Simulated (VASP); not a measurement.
**WSe2: single point with PBE+D3(BJ)**

**The experiment to reproduce.**

“Time-resolved XUV ARPES with tunable 24–33 eV laser pulses at 30 meV resolution”, 2019, pmc:6684652 reports, for a bulk crystal of WSe2: band gap 1.3 eV (indirect).

The system is WSe2.

```xyz
6
Lattice="3.2790 0.0000 0.0000 -1.6395 2.8397 0.0000 0.0000 0.0000 12.7885" Properties=species:S:1:pos:R:3 pbc="T T T"
W     0.0000    1.8931    3.1971
W     1.6395    0.9466    9.5914
Se    0.0000    1.8931    7.9070
Se    1.6395    0.9466    1.5127
Se    0.0000    1.8931   11.2758
Se    1.6395    0.9466    4.8815
```

| Item | Value |
| --- | --- |
| Program | VASP 6.6.1 |
| Task | single point |
| Functional | PBE |
| Dispersion | D3(BJ) |
| Potentials or basis | VASP PAW PBE potentials, release 64 (W_sv, Se) |
| Cutoff | 520 eV |
| k mesh | 9 × 9 × 2 |
| Occupations | gaussian, width 0.02 eV |
| Spin | no spin polarisation |
| Dipole correction | no |
| Further INCAR settings | ALGO = Normal; EDIFF = 1e-07; NBANDS = 35 |

* Pressure: 0.3 GPa
* Largest force: 0.047 eV/Å
* Band gap on the k mesh: 0.99 eV, indirect (least direct gap 1.56 eV)
* Dispersion energy per atom: -0.475 eV

Forces on the atoms (eV/Å):
```
W    0.000  0.000  0.000
W    0.000  0.000  0.000
Se   0.000  0.000 -0.047
Se   0.000  0.000 -0.047
Se   0.000  0.000  0.047
Se   0.000  0.000  0.047
```

Stress tensor (GPa, compression positive):
```
0.28 0.00 0.00
0.00 0.28 0.00
0.00 0.00 0.40
```

Levels at points of the mesh, in eV from the valence-band top:
```tsv
k point	band 24	band 25	band 26	band 27	band 28	band 29
(0.00, 0.00, 0.00)	-1.20	-0.96	0.00	2.63	2.63	2.68
(0.00, 0.00, 0.50)	-1.50	-0.20	-0.20	2.63	2.63	2.63
```

Run time: 67 s on 1 thread of Intel(R) Xeon(R) Platinum 8488C (Sapphire Rapids) (shared host), peak memory 0.27 GiB.

Measured gap of WSe2: 1.3 eV (indirect; “Time-resolved XUV ARPES with tunable 24–33 eV laser pulses at 30 meV resolution”, 2019, pmc:6684652). This calculation gives 0.99 eV (-0.31 eV). Spin-orbit coupling on Se, W is left out. The value is that of PBE+D3(BJ) on a finite k mesh, which can miss the band edges, without temperature or zero-point motion. Semilocal functionals fall short of measured gaps as a rule.

Caveat: spin-orbit coupling is left out, which moves the levels of the heavy elements.
